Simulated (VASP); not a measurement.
A run of VASP 6.6.1 is set up as follows.

File INCAR:

```
SYSTEM = Ba
  PREC = Accurate
  ENCUT = 520
  EDIFF = 1E-6
  ISMEAR = -1
  SIGMA = 0.1
  LREAL = .FALSE.
  LASPH = .TRUE.
  NELM = 60
  ALGO = Normal
  ISIF = 2
  LWAVE = .FALSE.
  LCHARG = .FALSE.
  GGA = RP
  NBANDS = 28
```

File KPOINTS:

```
regular mesh
0
G
  9 9 3
  0 0 0
```

The input POSCAR:

```
Ba
1.0
    4.7293531899      0.0000000000      0.0000000000
   -2.3646765950      4.0957400059      0.0000000000
    0.0000000000      0.0000000000     15.4550385506
Ba
4
Direct
    0.0000000000      1.0000000000      1.0000000000
    0.0000000000      1.0000000000      0.5000000000
    0.3333333333      0.6666666667      0.2500000000
    0.6666666667      0.3333333333      0.7500000000
```

Potentials or basis: VASP PAW PBE potentials, release 64 (Ba_sv).

Run with:

```sh
$ cat potpaw_PBE.64/Ba_sv/POTCAR > POTCAR
$ mpirun -np 1 vasp_std > vasp.out
```

Problem. Predict the band gap on the k mesh.

Solution. Zero (bands 20 and 21 overlap by 0.04 eV).

Problem. What does it give for the pressure?

Solution. -0.5 GPa.

Caveat: the PAW data sets were made with another functional, which shifts forces and pressure a little; spin-orbit coupling is left out, which moves the levels of the heavy elements.
